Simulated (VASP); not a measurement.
Set up this calculation in VASP 6.6.1, as the native input.

| Property | Result |
| --- | --- |
| Task | single point |
| Functional | PBE |
| Potentials or basis | VASP PAW PBE potentials, release 64 (Be) |
| Cutoff | 520 eV |
| k mesh | 23 × 23 × 23 |
| Occupations | fermi-dirac, width 0.03 eV |
| Spin | no spin polarisation |
| Dipole correction | no |
| Further INCAR settings | ALGO = Normal; EDIFF = 1e-06; NBANDS = 7 |

The structure of Be lies in POSCAR:

```
Be
1.0
   -1.2405897418      1.2405897418      1.2531209513
    1.2405897418     -1.2405897418      1.2531209513
    1.2405897418      1.2405897418     -1.2531209513
Be
1
Direct
    0.0000000000      0.0000000000      0.0000000000
```

This cell differs from its parent crystal: equal xx and yy strain of -1 %.

The input as run:

INCAR

```
SYSTEM = Be
ALGO     = Normal         ! electronic algorithm
EDIFF    = 1E-6           ! SCF threshold, eV
ENCUT    = 520            ! plane-wave cutoff, eV
GGA      = PE             ! functional
ISIF     = 2              ! what is computed and relaxed
ISMEAR   = -1             ! smearing method
LASPH    = .True.         ! aspherical terms in the spheres
LCHARG   = .False.        ! write CHGCAR
LREAL    = .False.        ! projectors in reciprocal space
LWAVE    = .False.        ! write WAVECAR
NBANDS   = 7              ! bands
NELM     = 60             ! most SCF steps
PREC     = Accurate       ! precision mode
SIGMA    = 0.03           ! smearing width, eV
```

KPOINTS

```
k-points
0
Gamma
  23 23 23
  0 0 0
```

Potentials or basis: VASP PAW PBE potentials, release 64 (Be).

The run is started by

```bash
$ cat potpaw_PBE.64/Be/POTCAR > POTCAR
$ mpirun -np 1 vasp_std > vasp.out
```

Results of the run:

```json
{
 "Pressure": "1.8 GPa",
 "Band gap on the k mesh": "zero (band 1 reaches 11.82 eV, above the bottom of band 2 at 6.80 eV)"
}
```

Caveat: the cell differs from its parent crystal (equal xx and yy strain of -1 %).

Run time: 11 s on 1 thread of AMD EPYC 9R45 96-Core Processor (Zen 5) (shared host), peak memory 0.12 GiB.
